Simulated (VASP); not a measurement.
# SnS (Pnma) in VASP: single point with PBE

Aim: the single point of SnS with PBE.

Everything below comes from runs of VASP 6.6.1. Logs are shortened: lines on timing, memory, paths and dates and some standing lists are left out, and cuts for length are marked.

### Step 1. The cell of the first run

The structure is orthorhombic, space group Pnma (No. 62). Conventional cell: a = 11.201 Å, b = 4.009 Å, c = 4.293 Å, α = 90.00°, β = 90.00°, γ = 90.00°. Sn (site symmetry m) has 6 S at 2.64 to 3.36 Å and 2 Sn at 3.48 Å within 3.5 Å. Within 3.5 Å of S (site symmetry m) lie 6 Sn at 2.64 to 3.36 Å.

### Step 2. Single point, PBE (volume scaled by 0.94, then relaxed in part)

INCAR reads:

```
  ALGO = Normal
  EDIFF = 1E-6
  ENCUT = 500
  GGA = PE
  GGA_COMPAT = False
  ISIF = 2
  ISMEAR = 0
  LASPH = True
  LCHARG = True
  LELF = True
  LREAL = False
  LVHAR = True
  LWAVE = False
  NBANDS = 50
  NELM = 120
  PREC = Accurate
  SIGMA = 0.02
```

KPOINTS reads:

```
k-points
0
Gamma
  4 8 6
```

POSCAR reads:

```
SnS
1.0
   11.2011402489      0.0000000000      0.0000000000
    0.0000000000      4.0092069199      0.0000000000
    0.0000000000      0.0000000000      4.2933146485
Sn S
4 4
Direct
    0.1189481597      0.2500000000      0.1148417498
    0.3810518403      0.7500000000      0.6148417498
    0.6189481597      0.2500000000      0.3851582502
    0.8810518403      0.7500000000      0.8851582502
    0.8525185723      0.2500000000      0.4754835344
    0.6474814277      0.7500000000      0.9754835344
    0.3525185723      0.2500000000      0.0245164656
    0.1474814277      0.7500000000      0.5245164656
```

Potentials or basis: VASP PAW PBE potentials, release 64 (Sn_d, S).

Started as:

```
> cat potpaw_PBE.64/Sn_d/POTCAR potpaw_PBE.64/S/POTCAR > POTCAR
> mpirun -np 1 vasp_std > vasp.out
```

OUTCAR:

```text
EDIFF = 1E-6
   ENCUT = 500
   GGA = PE
   ISIF = 2
   ISMEAR = 0
   LASPH = True
   LREAL = False
   NELM = 120
   PREC = Accurate

 ion  position               nearest neighbor table
   1  0.119  0.250  0.115-   7 2.64   8 2.69   8 2.69   8 3.25   8 3.25   4 3.48   4 3.48
   2  0.381  0.750  0.615-   8 2.64   7 2.69   7 2.69   7 3.25   7 3.25   3 3.48   3 3.48
   3  0.619  0.250  0.385-   5 2.64   6 2.69   6 2.69   6 3.25   6 3.25   2 3.48   2 3.48
   4  0.881  0.750  0.885-   6 2.64   5 2.69   5 2.69   5 3.25   5 3.25   1 3.48   1 3.48
   5  0.853  0.250  0.475-   3 2.64   4 2.69   4 2.69   4 3.25   4 3.25
   6  0.647  0.750  0.975-   4 2.64   3 2.69   3 2.69   3 3.25   3 3.25
   7  0.353  0.250  0.025-   1 2.64   2 2.69   2 2.69   2 3.25   2 3.25
   8  0.147  0.750  0.525-   2 2.64   1 2.69   1 2.69   1 3.25   1 3.25

  LATTYP: Found a simple orthorhombic cell.
 ALAT       =     4.0092069199
 B/A-ratio  =     1.0708638228
 C/A-ratio  =     2.7938543639

  Lattice vectors:

 A1 = (   0.0000000000,   4.0092069199,   0.0000000000)
 A2 = (   0.0000000000,   0.0000000000,   4.2933146485)
 A3 = (  11.2011402489,   0.0000000000,   0.0000000000)

Analysis of symmetry for initial positions (statically):
=====================================================================
 Subroutine PRICEL returns:
 Original cell was already a primitive cell.

 Routine SETGRP: Setting up the symmetry group for a
 simple orthorhombic supercell.

 Subroutine GETGRP returns: Found  8 space group operations
 (whereof  2 operations were pure point group operations)
 out of a pool of  8 trial point group operations.

The static configuration has the point symmetry S_2 .
 The point group associated with its full space group is D_2h.

Analysis of symmetry for dynamics (positions and initial velocities):
=====================================================================
 Subroutine PRICEL returns:
 Original cell was already a primitive cell.

 Routine SETGRP: Setting up the symmetry group for a
 simple orthorhombic supercell.

 Subroutine GETGRP returns: Found  8 space group operations
 (whereof  2 operations were pure point group operations)
 out of a pool of  8 trial point group operations.

The dynamic configuration has the point symmetry S_2 .
 The point group associated with its full space group is D_2h.

 Subroutine INISYM returns: Found  8 space group operations
 (whereof  2 operations are pure point group operations),
 and found     1 'primitive' translations

----------------------------------------------------------------------------------------

                                     Primitive cell

  volume of cell :     192.8028

  direct lattice vectors                    reciprocal lattice vectors
    11.201140249  0.000000000  0.000000000     0.089276625  0.000000000  0.000000000
     0.000000000  4.009206920  0.000000000     0.000000000  0.249425889  0.000000000
     0.000000000  0.000000000  4.293314648     0.000000000  0.000000000  0.232920268

  length of vectors
    11.201140249  4.009206920  4.293314648     0.089276625  0.249425889  0.232920268

  position of ions in fractional coordinates (direct lattice)
     0.118948160  0.250000000  0.114841750
     0.381051840  0.750000000  0.614841750
     0.618948160  0.250000000  0.385158250
     0.881051840  0.750000000  0.885158250
     0.852518572  0.250000000  0.475483534
     0.647481428  0.750000000  0.975483534
     0.352518572  0.250000000  0.024516466
     0.147481428  0.750000000  0.524516466

  ion indices of the primitive-cell ions
   primitive index   ion index
                 1           1
                 2           2
                 3           3
                 4           4
                 5           5
                 6           6
                 7           7
                 8           8

----------------------------------------------------------------------------------------

 KPOINTS: k-points

Automatic generation of k-mesh.
 Grid dimensions read from file:
 generate k-points for:    4    8    6

 Generating k-lattice:

  Cartesian coordinates                     Fractional coordinates (reciprocal lattice)
     0.022319156  0.000000000  0.000000000     0.250000000  0.000000000  0.000000000
     0.000000000  0.031178236  0.000000000     0.000000000  0.125000000  0.000000000
     0.000000000  0.000000000  0.038820045     0.000000000  0.000000000  0.166666667

  Length of vectors
     0.022319156  0.031178236  0.038820045

  Shift w.r.t. Gamma in fractional coordinates (k-lattice)
     0.000000000  0.000000000  0.000000000

 Subroutine IBZKPT returns following result:
 ===========================================

 Found     60 irreducible k-points:

 Following reciprocal coordinates:
            Coordinates               Weight
  0.000000  0.000000  0.000000      1.000000
  0.250000  0.000000  0.000000      2.000000
  0.500000  0.000000  0.000000      1.000000
  0.000000  0.125000  0.000000      2.000000
  0.250000  0.125000  0.000000      4.000000
  0.500000  0.125000  0.000000      2.000000
[... 16 lines left out ...]
  0.250000  0.250000  0.166667      8.000000
  0.500000  0.250000  0.166667      4.000000
 [... further k-points ...]
   k-points           NKPTS =     60   k-points in BZ     NKDIM =     60   number of bands    NBANDS=     50
   number of dos      NEDOS =    301   number of ions     NIONS =      8
   total plane-waves  NPLWV =  80640
   dimension x,y,z NGX =    84 NGY =   30 NGZ =   32
   dimension x,y,z NGXF=   168 NGYF=   60 NGZF=   64
   ions per type =               4   4
   NGX,Y,Z   is equivalent  to a cutoff of  12.47, 12.44, 12.39 a.u.
   NGXF,Y,Z  is equivalent  to a cutoff of  24.93, 24.88, 24.78 a.u.
 SYSTEM =  unknown system
   PREC   = accura    normal or accurate (medium, high low for compatibility)
   ISTART =      0    job   : 0-new  1-cont  2-samecut
   ICHARG =      2    charge: 1-file 2-atom 10-const
   ISPIN  =      1    spin polarized calculation?
   LNONCOLLINEAR =      F non collinear calculations
   LSORBIT =      F    spin-orbit coupling
   LASPH  =      T    aspherical Exc in radial PAW
   ENCUT  =  500.0 eV  36.75 Ry    6.06 a.u.  20.42  7.31  7.83*2*pi/ulx,y,z
   NELM   =    120;   NELMIN=  2; NELMDL= -5     # of ELM steps
   EDIFF  = 0.1E-05   stopping-criterion for ELM
   LREAL  =      F    real-space projection
   EDIFFG = 0.1E-04   stopping-criterion for IOM
   NSW    =      0    number of steps for IOM
   IBRION =     -1    ionic relax: 0-MD 1-quasi-New 2-CG
   NFREE  =      0    steps in history (QN), initial steepest desc. (CG)
   ISIF   =      2    stress and relaxation
   ISYM   =      2    0-nonsym 1-usesym 2-fastsym
   POTIM  = 0.5000    time-step for ionic-motion
   TEBEG  =    0.0;   TEEND  =   0.0 temperature during run
   PSTRESS=    0.0 pullay stress
   NELECT =      80.0000    total number of electrons
   NUPDOWN=      -1.0000    fix difference up-down
   EMIN   =  10.00;   EMAX   =-10.00  energy-range for DOS
   EFERMI =   0.00;   METHOD = LEGACY
   ISMEAR =     0;   SIGMA  =   0.02  broadening in eV -4-tet -1-fermi 0-gaus
   EFERMI_NEDOS =   21; number of points for ismear=-14 and -15
   IALGO  =     38    algorithm
   IMIX   =      4    mixing-type and parameters
     AMIX     =   0.40;   BMIX     =  1.00
     AMIX_MAG =   1.60;   BMIX_MAG =  1.00
  volume/ion in A,a.u.               =      24.10       162.64
  Fermi-wavevector in a.u.,A,eV,Ry     =   1.221051  2.307451 20.285807  1.490965
  Thomas-Fermi vector in A             =   2.356247
   LORBIT       =      0    0 simple, 1 ext, 2 COOP (PROOUT), +10 PAW based schemes
   GGA     = PE    functional components
   LHFCALC =     F    Hartree Fock is set to
   AEXX    =    0.0000 exact exchange contribution
   IVDW    =     0    specifies the selected vdW correction
   LEPSILON=     F    determine dielectric tensor
   LRPA    =     F    only Hartree local field effects (RPA)
 non-spin polarized calculation
 Gauss-broadening in eV      SIGMA  =   0.02
  energy-cutoff  :      500.00
  volume of cell :      192.80
 maximum number of plane-waves:      4936
 NGX is ok and might be reduce to    84
   NGX = 41   NGY = 15   NGZ = 15

 number of electron      80.0000026 magnetization

 Free energy of the ion-electron system (eV)
  ---------------------------------------------------
  ext. energy  EPLUGINS =         0.00000000
  ---------------------------------------------------
  free energy    TOTEN  =       -35.40050804 eV

  energy without entropy =      -35.40050804  energy(sigma->0) =      -35.40050804

 E-fermi :   6.3771     XC(G=0):  -9.8762

 val. band max:        6.2083162330   @ k =   0.5000   0.0000   0.5000
 cond. band min:       7.1294681079   @ k =   0.0000   0.0000   0.0000
 fundamental gap:      0.9211518750
 Fermi energy:         6.3770618937

 k-point     1 :       0.0000    0.0000    0.0000
  band No.  band energies     occupation
      1     -15.0511      2.00000
      2     -15.0358      2.00000
      3     -15.0317      2.00000
      4     -15.0268      2.00000
      5     -15.0215      2.00000
      6     -15.0165      2.00000
[... 42 lines left out ...]
     49      11.3649      0.00000
     50      11.4213      0.00000

 k-point     2 :       0.2500    0.0000    0.0000
  band No.  band energies     occupation
      1     -15.0492      2.00000
      2     -15.0384      2.00000
      3     -15.0313      2.00000
      4     -15.0277      2.00000
      5     -15.0212      2.00000
      6     -15.0183      2.00000
[... 42 lines left out ...]
     49      11.4024      0.00000
     50      11.5694      0.00000

 k-point     3 :       0.5000    0.0000    0.0000
  band No.  band energies     occupation
      1     -15.0442      2.00000
      2     -15.0442      2.00000
      3     -15.0296      2.00000
      4     -15.0296      2.00000
      5     -15.0201      2.00000
      6     -15.0201      2.00000
[... 1102 lines left out ...]
     49      10.6593      0.00000
     50      11.1001      0.00000

 k-point    24 :       0.5000    0.2500    0.1667
  band No.  band energies     occupation
      1     -15.0353      2.00000
      2     -15.0353      2.00000
      3     -15.0287      2.00000
      4     -15.0287      2.00000
      5     -15.0206      2.00000
      6     -15.0206      2.00000
[... 42 lines left out ...]
     49      10.7152      0.00000
     50      10.7152      0.00000

 [... further k-points ...]
[... 5 lines left out ...]
  --------------------------------------------------------------------------------------
  -------------------------------------------------------------------------------------
  Total        2.1077001      2.0368646      2.0829319      0.0000000      0.0000000      0.0000000
  in kB       17.5148316     16.9261938     17.3090098      0.0000000      0.0000000      0.0000000
  external PRESSURE =      17.2500117 kB  Pullay stress =       0.0000000 kB

 VOLUME and BASIS-vectors are now :
 -----------------------------------------------------------------------------
  energy-cutoff  :      500.00
  volume of cell :      192.80
      direct lattice vectors                 reciprocal lattice vectors
    11.201140249  0.000000000  0.000000000     0.089276625  0.000000000  0.000000000
     0.000000000  4.009206920  0.000000000     0.000000000  0.249425889  0.000000000
     0.000000000  0.000000000  4.293314648     0.000000000  0.000000000  0.232920268

 POSITION                                       TOTAL-FORCE (eV/Angst)
 -----------------------------------------------------------------------------------
      1.33236      1.00230      0.49305         0.000663      0.000000     -0.003000
      4.26822      3.00691      2.63971        -0.000663     -0.000000     -0.003000
      6.93293      1.00230      1.65361         0.000663     -0.000000      0.003000
      9.86879      3.00691      3.80026        -0.000663     -0.000000      0.003000
      9.54918      1.00230      2.04140         0.004246     -0.000000     -0.003626
      7.25253      3.00691      4.18806        -0.004246      0.000000     -0.003626
      3.94861      1.00230      0.10526         0.004246      0.000000      0.003626
      1.65196      3.00691      2.25191        -0.004246     -0.000000      0.003626
 -----------------------------------------------------------------------------------
    total drift:                                0.000000     -0.000000     -0.000000

  FREE ENERGIE OF THE ION-ELECTRON SYSTEM (eV)
  ---------------------------------------------------
  free  energy   TOTEN  =       -35.4005080351 eV

  energy  without entropy=      -35.4005080351  energy(sigma->0) =      -35.40050804
```

Wall time 6.9 min (1 thread of Intel Xeon Platinum 8488C (Sapphire Rapids), shared host); peak memory 0.52 GiB.

What came out:

| Quantity | Value |
| --- | --- |
| Free energy | -35.4005 eV |
| Pressure | 1.7 GPa |
| Largest force | 0.006 eV/Å |
| Band gap on the k mesh | 0.92 eV, indirect (least direct gap 1.20 eV) |

Forces in eV/Å, atoms in the order of the input:
```
Sn   0.001  0.000 -0.003
Sn  -0.001  0.000 -0.003
Sn   0.001  0.000  0.003
Sn  -0.001  0.000  0.003
S    0.004  0.000 -0.004
S   -0.004  0.000 -0.004
S    0.004  0.000  0.004
S   -0.004  0.000  0.004
```

Caveat: spin-orbit coupling is left out, which moves the levels of the heavy elements.
